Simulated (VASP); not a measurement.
Set up this calculation in VASP 6.6.1, as the native input.

| Item | Value |
| --- | --- |
| Task | single point |
| Functional | PBE |
| Potentials or basis | VASP PAW PBE potentials, release 64 (Si, C) |
| Cutoff | 600 eV |
| k mesh | 6 × 6 × 4 |
| Occupations | gaussian, width 0.1 eV |
| Spin | no spin polarisation |
| Dipole correction | no |
| Further INCAR settings | ALGO = Normal; EDIFF = 1e-06; NBANDS = 16 |

The structure of SiC lies in POSCAR:

```
SiC
1.0
    3.0865822896      0.0000000000      0.0000000000
   -1.5432911448      2.6730586736      0.0000000000
    0.0000000000      0.0000000000      5.0002633091
Si C
2 2
Direct
    0.3333333333      0.6666666667      0.0000000000
    0.6666666667      0.3333333333      0.5000000000
    0.3333333333      0.6666666667      0.3780000000
    0.6666666667      0.3333333333      0.8780000000
```

One way to write it, as run:

INCAR

```
SYSTEM = SiC
PREC = Accurate
ENCUT = 600
EDIFF = 1E-6
ISMEAR = 0
SIGMA = 0.1
LREAL = .False.
LASPH = .True.
NELM = 120
ALGO = Normal
ISIF = 2
LWAVE = .False.
LCHARG = .True.
GGA = PE
LELF = .True.
LVHAR = .True.
NBANDS = 16
GGA_COMPAT = .False.
```

KPOINTS

```
Automatic mesh
0
Gamma
  6 6 4
  0 0 0
```

Potentials or basis: VASP PAW PBE potentials, release 64 (Si, C).

The run is started by

```sh
$ cat potpaw_PBE.64/Si/POTCAR potpaw_PBE.64/C/POTCAR > POTCAR
$ mpirun -np 1 vasp_std > vasp.out
```

It gave:

| Quantity | Value |
| --- | --- |
| Pressure | 3.8 GPa |
| Largest force | 0.058 eV/Å |
| Band gap on the k mesh | 2.35 eV (least direct gap 3.88 eV) |

Caveat: the cell stands under pressure.

Run time: 18 s on 1 thread of Intel(R) Xeon(R) Platinum 8259CL CPU @ 2.50GHz (Skylake/Cascade Lake), with other jobs on the host, peak memory 0.17 GiB.
